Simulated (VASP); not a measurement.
Set up this calculation in VASP 6.6.1, as the native input.

```
Task                   : single point
Functional             : LDA
Potentials or basis    : VASP PAW LDA potentials, release 64 (Y_sv, In_d, Pb_d)
Cutoff                 : 520 eV
k mesh                 : 5 × 5 × 3
Occupations            : methfessel-paxton, width 0.1 eV
Spin                   : no spin polarisation
Dipole correction      : no
Further INCAR settings : ALGO = Normal; EDIFF = 1e-06; NBANDS = 62
```

The structure of Y2In3Pb3 lies in POSCAR:

```
Y2In3Pb3
1.0
    4.8020020000      0.0000000000      0.0000000000
    0.0000000000      4.8131120000      0.0000000000
    0.0000000000      0.0000000000      9.5131210000
Y In Pb
2 3 3
Direct
    0.0000000000      0.0000000000      0.2493070003
    0.0000000000      0.0000000000      0.7506929997
    0.5000000000      0.5000000000      0.2525730000
    0.5000000000      0.5000000000      0.7474270000
    0.0000000000      0.5000000000      0.5000000000
    0.0000000000      0.5000000000      0.0000000000
    0.5000000000      0.0000000000      0.5000000000
    0.5000000000      0.0000000000      0.0000000000
```

The input as run:

INCAR

```
PREC     = Accurate       # precision mode
ENCUT    = 520            # plane-wave cutoff, eV
EDIFF    = 1E-6           # SCF threshold, eV
ISMEAR   = 1              # smearing method
SIGMA    = 0.1            # smearing width, eV
LREAL    = F              # projectors in reciprocal space
LASPH    = T              # aspherical terms in the spheres
NELM     = 80             # most SCF steps
ALGO     = Normal         # electronic algorithm
ISIF     = 2              # what is computed and relaxed
LWAVE    = F              # write WAVECAR
LCHARG   = F              # write CHGCAR
NBANDS   = 62             # bands
```

KPOINTS

```
Automatic mesh
0
Gamma
  5 5 3
```

Potentials or basis: VASP PAW LDA potentials, release 64 (Y_sv, In_d, Pb_d).

Command:

```console
$ cat potpaw_LDA.64/Y_sv/POTCAR potpaw_LDA.64/In_d/POTCAR potpaw_LDA.64/Pb_d/POTCAR > POTCAR
$ mpirun -np 1 vasp_std > vasp.out
```

Results of the run:

The pressure is -4.8 GPa and the largest force is 0.059 eV/Å. The band gap on the k mesh is zero (an odd number of electrons rules out a gap without spin polarisation).

Caveat: the cell stands under tension; spin-orbit coupling is left out, which moves the levels of the heavy elements.

Wall time 3.4 min on 1 thread of Intel(R) Xeon(R) Platinum 8375C CPU @ 2.90GHz (Ice Lake), with other jobs on the host, peak memory 0.37 GiB.
